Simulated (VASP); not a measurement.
# CoSi (P6_3/mmc) in VASP: single point with LDA

Aim: the single point of CoSi with LDA.

All numbers are computed with VASP 6.6.1; they aren't measurements. Logs are shortened: lines on timing, memory, paths and dates and some standing lists are left out, and cuts for length are marked.

### Step 1. The cell of the first run

Symmetry: P6_3/mmc, No. 194, hexagonal system. Conventional cell: a = 3.403 Å, b = 3.403 Å, c = 4.006 Å, α = 90.00°, β = 90.00°, γ = 120.00°. Co (site symmetry -6m2) has 5 Si at 1.96 to 2.00 Å within 2.6 Å. Within 2.6 Å of Si (site symmetry -6m2) lie 5 Co at 1.96 to 2.00 Å.

### Step 2. Single point, LDA, collinear spin, ferromagnetic start

Contents of INCAR:

```
SYSTEM = CoSi
PREC = Accurate
ENCUT = 690
EDIFF = 1E-6
ISMEAR = -1
SIGMA = 0.08
LREAL = .False.
LASPH = .True.
NELM = 200
ALGO = Normal
ISIF = 2
LWAVE = .False.
LCHARG = .False.
ISPIN = 2
MAGMOM = 1.7 1.7 0 0
LORBIT = 11
LMAXMIX = 4
GGA = CA
NBANDS = 33
GGA_COMPAT = .False.
```

Contents of KPOINTS:

```
Automatic mesh
0
Gamma
  11 11 6
  0 0 0
```

Contents of POSCAR:

```
CoSi
1.0
    3.4031338971      0.0000000000      0.0000000000
   -1.7015669486      2.9472004074      0.0000000000
    0.0000000000      0.0000000000      4.0059387857
Co Si
2 2
Direct
    0.3333333333      0.6666666667     -0.0620013721
    0.6666666667      0.3333333333      0.4379986279
    0.3333333333      0.6666666667      0.4380013721
    0.6666666667      0.3333333333      0.9380013721
```

Potentials or basis: VASP PAW LDA potentials, release 64 (Co_sv, Si).

The run is started by

```bash
> cat potpaw_LDA.64/Co_sv/POTCAR potpaw_LDA.64/Si/POTCAR > POTCAR
> mpirun -np 1 vasp_std > vasp.out
```

OUTCAR:

```text
SYSTEM = CoSi
   PREC = Accurate
   ENCUT = 690
   EDIFF = 1E-6
   ISMEAR = -1
   LREAL = .False.
   LASPH = .True.
   NELM = 200
   ISIF = 2
   ISPIN = 2
   LORBIT = 11
   GGA = CA

 ion  position               nearest neighbor table
   1  0.333  0.667  0.938-   4 1.96   4 1.96   4 1.96   3 2.00   3 2.00
   2  0.667  0.333  0.438-   3 1.96   3 1.96   3 1.96   4 2.00   4 2.00
   3  0.333  0.667  0.438-   2 1.96   2 1.96   2 1.96   1 2.00   1 2.00   4 2.81   4 2.81   4 2.81
                             4 2.81   4 2.81   4 2.81
   4  0.667  0.333  0.938-   1 1.96   1 1.96   1 1.96   2 2.00   2 2.00   3 2.81   3 2.81   3 2.81
                             3 2.81   3 2.81   3 2.81

  LATTYP: Found a hexagonal cell.
 ALAT       =     3.4031338971
 C/A-ratio  =     1.1771322865

  Lattice vectors:

 A1 = (   3.4031338971,   0.0000000000,   0.0000000000)
 A2 = (  -1.7015669486,   2.9472004074,   0.0000000000)
 A3 = (   0.0000000000,   0.0000000000,   4.0059387857)

Analysis of symmetry for initial positions (statically):
=====================================================================
 Subroutine PRICEL returns:
 Original cell was already a primitive cell.

 Routine SETGRP: Setting up the symmetry group for a
 hexagonal supercell.

 Subroutine GETGRP returns: Found 24 space group operations
 (whereof  6 operations were pure point group operations)
 out of a pool of 24 trial point group operations.

The static configuration has the point symmetry C_3v.
 The point group associated with its full space group is D_6h.

Analysis of symmetry for dynamics (positions and initial velocities):
=====================================================================
 Subroutine PRICEL returns:
 Original cell was already a primitive cell.

 Routine SETGRP: Setting up the symmetry group for a
 hexagonal supercell.

 Subroutine GETGRP returns: Found 24 space group operations
 (whereof  6 operations were pure point group operations)
 out of a pool of 24 trial point group operations.

The dynamic configuration has the point symmetry C_3v.
 The point group associated with its full space group is D_6h.

Analysis of structural, dynamic, and magnetic symmetry:
=====================================================================
 Subroutine PRICEL returns:
 Original cell was already a primitive cell.

 Routine SETGRP: Setting up the symmetry group for a
 hexagonal supercell.

 Subroutine GETGRP returns: Found 24 space group operations
 (whereof  6 operations were pure point group operations)
 out of a pool of 24 trial point group operations.

The overall configuration has the point symmetry C_3v.
 The point group associated with its full space group is D_6h.

 Subroutine INISYM returns: Found 24 space group operations
 (whereof  6 operations are pure point group operations),
 and found     1 'primitive' translations

----------------------------------------------------------------------------------------

                                     Primitive cell

  volume of cell :      40.1784

  direct lattice vectors                    reciprocal lattice vectors
     3.403133897  0.000000000  0.000000000     0.293846798  0.169652528  0.000000000
    -1.701566949  2.947200407  0.000000000     0.000000000  0.339305056  0.000000000
     0.000000000  0.000000000  4.005938786     0.000000000  0.000000000  0.249629376

  length of vectors
     3.403133897  3.403133897  4.005938786     0.339305056  0.339305056  0.249629376

  position of ions in fractional coordinates (direct lattice)
     0.333333333  0.666666667  0.937998628
     0.666666667  0.333333333  0.437998628
     0.333333333  0.666666667  0.438001372
     0.666666667  0.333333333  0.938001372

  ion indices of the primitive-cell ions
   primitive index   ion index
                 1           1
                 2           2
                 3           3
                 4           4

----------------------------------------------------------------------------------------

 KPOINTS: Automatic mesh

Automatic generation of k-mesh.
 Grid dimensions read from file:
 generate k-points for:   11   11    6

 Generating k-lattice:

  Cartesian coordinates                     Fractional coordinates (reciprocal lattice)
     0.026713345  0.015422957  0.000000000     0.090909091  0.000000000  0.000000000
     0.000000000  0.030845914  0.000000000     0.000000000  0.090909091  0.000000000
     0.000000000  0.000000000  0.041604896     0.000000000  0.000000000  0.166666667

  Length of vectors
     0.030845914  0.030845914  0.041604896

  Shift w.r.t. Gamma in fractional coordinates (k-lattice)
     0.000000000  0.000000000  0.000000000

 Subroutine IBZKPT returns following result:
 ===========================================

 Found     64 irreducible k-points:

 Following reciprocal coordinates:
            Coordinates               Weight
  0.000000  0.000000  0.000000      1.000000
  0.090909  0.000000  0.000000      6.000000
  0.181818  0.000000  0.000000      6.000000
  0.272727 -0.000000  0.000000      6.000000
  0.363636  0.000000  0.000000      6.000000
  0.454545  0.000000  0.000000      6.000000
[... 16 lines left out ...]
  0.090909  0.090909  0.166667     12.000000
  0.181818  0.090909  0.166667     24.000000
 [... further k-points ...]
   k-points           NKPTS =     64   k-points in BZ     NKDIM =     64   number of bands    NBANDS=     33
   number of dos      NEDOS =    301   number of ions     NIONS =      4
   total plane-waves  NPLWV =  32400
   dimension x,y,z NGX =    30 NGY =   30 NGZ =   36
   dimension x,y,z NGXF=    60 NGYF=   60 NGZF=   72
   ions per type =               2   2
   NGX,Y,Z   is equivalent  to a cutoff of  14.66, 14.66, 14.94 a.u.
   NGXF,Y,Z  is equivalent  to a cutoff of  29.31, 29.31, 29.88 a.u.
 SYSTEM =  CoSi
   PREC   = accura    normal or accurate (medium, high low for compatibility)
   ISTART =      0    job   : 0-new  1-cont  2-samecut
   ICHARG =      2    charge: 1-file 2-atom 10-const
   ISPIN  =      2    spin polarized calculation?
   LNONCOLLINEAR =      F non collinear calculations
   LSORBIT =      F    spin-orbit coupling
   LASPH  =      T    aspherical Exc in radial PAW
   ENCUT  =  690.0 eV  50.71 Ry    7.12 a.u.   7.29  7.29  8.58*2*pi/ulx,y,z
   NELM   =    200;   NELMIN=  2; NELMDL= -5     # of ELM steps
   EDIFF  = 0.1E-05   stopping-criterion for ELM
   LREAL  =      F    real-space projection
[... 7 lines left out ...]
   TEBEG  =    0.0;   TEEND  =   0.0 temperature during run
   PSTRESS=    0.0 pullay stress
   NELECT =      42.0000    total number of electrons
   NUPDOWN=      -1.0000    fix difference up-down
   EMIN   =  10.00;   EMAX   =-10.00  energy-range for DOS
   EFERMI =   0.00;   METHOD = LEGACY
   ISMEAR =    -1;   SIGMA  =   0.08  broadening in eV -4-tet -1-fermi 0-gaus
   EFERMI_NEDOS =   21; number of points for ismear=-14 and -15
   IALGO  =     38    algorithm
   IMIX   =      4    mixing-type and parameters
     AMIX     =   0.40;   BMIX     =  1.00
     AMIX_MAG =   1.60;   BMIX_MAG =  1.00
  volume/ion in A,a.u.               =      10.04        67.78
  Fermi-wavevector in a.u.,A,eV,Ry     =   1.661474  3.139731 37.558833  2.760496
  Thomas-Fermi vector in A             =   2.748531
   LORBIT       =     11    0 simple, 1 ext, 2 COOP (PROOUT), +10 PAW based schemes
   GGA     = CA    functional components
   LHFCALC =     F    Hartree Fock is set to
   AEXX    =    0.0000 exact exchange contribution
   IVDW    =     0    specifies the selected vdW correction
   LEPSILON=     F    determine dielectric tensor
   LRPA    =     F    only Hartree local field effects (RPA)
 spin polarized calculation
  energy-cutoff  :      690.00
  volume of cell :       40.18
 maximum number of plane-waves:      1691
 NGX is ok and might be reduce to    30
   NGX = 15   NGY = 15   NGZ = 17

 number of electron      42.0000014 magnetization       0.0046752

 number of electron      42.0000014 magnetization      -0.0003995

 Free energy of the ion-electron system (eV)
  ---------------------------------------------------
  ext. energy  EPLUGINS =         0.00000000
  ---------------------------------------------------
  free energy    TOTEN  =       -24.58879883 eV

  energy without entropy =      -24.54038516  energy(sigma->0) =      -24.56459199

 E-fermi :  13.8318     XC(G=0): -13.4350

 val. band max:       13.7681908040   @ k =   0.1818   0.1818   0.3333
 cond. band min:      13.8338272383   @ k =   0.4545   0.0000   0.3333
 fundamental gap:      0.0656364344
 Fermi energy:        13.8317952836

 spin component 1

 k-point     1 :       0.0000    0.0000    0.0000
  band No.  band energies     occupation
      1     -80.4252      1.00000
      2     -80.4111      1.00000
      3     -44.6153      1.00000
      4     -44.5261      1.00000
      5     -44.3402      1.00000
      6     -44.3402      1.00000
[... 25 lines left out ...]
     32      26.3417      0.00000
     33      26.6385      0.00000
[... 797 lines left out ...]
      3     -44.6013      1.00000
      4     -44.5425      1.00000
      5     -44.3411      1.00000
      6     -44.3384      1.00000
[... 25 lines left out ...]
     32      26.7752      0.00000
     33      28.0151      0.00000

 [... further k-points ...]

 spin component 2

 k-point     1 :       0.0000    0.0000    0.0000
  band No.  band energies     occupation
      1     -80.4255      1.00000
      2     -80.4114      1.00000
      3     -44.6157      1.00000
      4     -44.5265      1.00000
      5     -44.3404      1.00000
      6     -44.3404      1.00000
[... 25 lines left out ...]
     32      26.2977      0.00000
     33      26.6331      0.00000
[... 797 lines left out ...]
      3     -44.6017      1.00000
      4     -44.5429      1.00000
      5     -44.3413      1.00000
      6     -44.3385      1.00000
[... 25 lines left out ...]
     32      26.7751      0.00000
     33      28.0563      0.00000

 [... further k-points ...]

------------------------ aborting loop because EDIFF is reached ----------------------------------------

  FORCE on cell =-STRESS in cart. coord.  units (eV):
  Direction    XX          YY          ZZ          XY          YZ          ZX
  --------------------------------------------------------------------------------------
  -------------------------------------------------------------------------------------
  Total       25.1666721     25.1666721     25.1300468     -0.0000000     -0.0000000      0.0000000
  in kB     1003.5600389   1003.5600389   1002.0995481     -0.0000000     -0.0000000      0.0000000
  external PRESSURE =    1003.0732086 kB  Pullay stress =       0.0000000 kB

 VOLUME and BASIS-vectors are now :
 -----------------------------------------------------------------------------
  energy-cutoff  :      690.00
  volume of cell :       40.18
      direct lattice vectors                 reciprocal lattice vectors
     3.403133897  0.000000000  0.000000000     0.293846798  0.169652528  0.000000000
    -1.701566949  2.947200407  0.000000000     0.000000000  0.339305056  0.000000000
     0.000000000  0.000000000  4.005938786     0.000000000  0.000000000  0.249629376

 POSITION                                       TOTAL-FORCE (eV/Angst)
 -----------------------------------------------------------------------------------
     -0.00000      1.96480      3.75757         0.000000      0.000000      0.000000
      1.70157      0.98240      1.75460        -0.000000      0.000000     -0.000000
     -0.00000      1.96480      1.75461        -0.000000      0.000000      0.000000
      1.70157      0.98240      3.75758         0.000000     -0.000000      0.000000
 -----------------------------------------------------------------------------------
    total drift:                               -0.000000      0.000000      0.005396

  FREE ENERGIE OF THE ION-ELECTRON SYSTEM (eV)
  ---------------------------------------------------
  free  energy   TOTEN  =       -24.5887988301 eV

  energy  without entropy=      -24.5403851588  energy(sigma->0) =      -24.56459199

 total charge

# of ion       s       p       d       tot
------------------------------------------
    1        2.340   6.190   7.246  15.776
    2        2.340   6.190   7.246  15.776
    3        0.855   1.127   0.000   1.983
    4        0.855   1.127   0.000   1.983
--------------------------------------------------
tot          6.390  14.634  14.493  35.517

 magnetization (x)

# of ion       s       p       d       tot
------------------------------------------
    1       -0.000   0.000  -0.000  -0.000
    2       -0.000   0.000  -0.000  -0.000
    3        0.000   0.000   0.000   0.000
    4        0.000   0.000   0.000   0.000
--------------------------------------------------
tot         -0.000   0.000  -0.000  -0.000
```

Wall time 3.4 min (1 thread of Intel Xeon Platinum 8488C (Sapphire Rapids), shared host); peak memory 0.28 GiB.

Results:

```yaml
Free_energy: -24.5888 eV
Pressure: 100.3 GPa
Band_gap_on_the_k_mesh: zero (filled and empty bands overlap)
Net_moment: 0.00 μB per cell
Valence_electrons_inside_the_program's_atomic_spheres: Co 15.78; Si 1.98
```

Caveat: the cell stands under pressure; the moments typed at the start vanished in this run.

The gap in the log of VASP goes by the Fermi energy; the results here count the filled bands.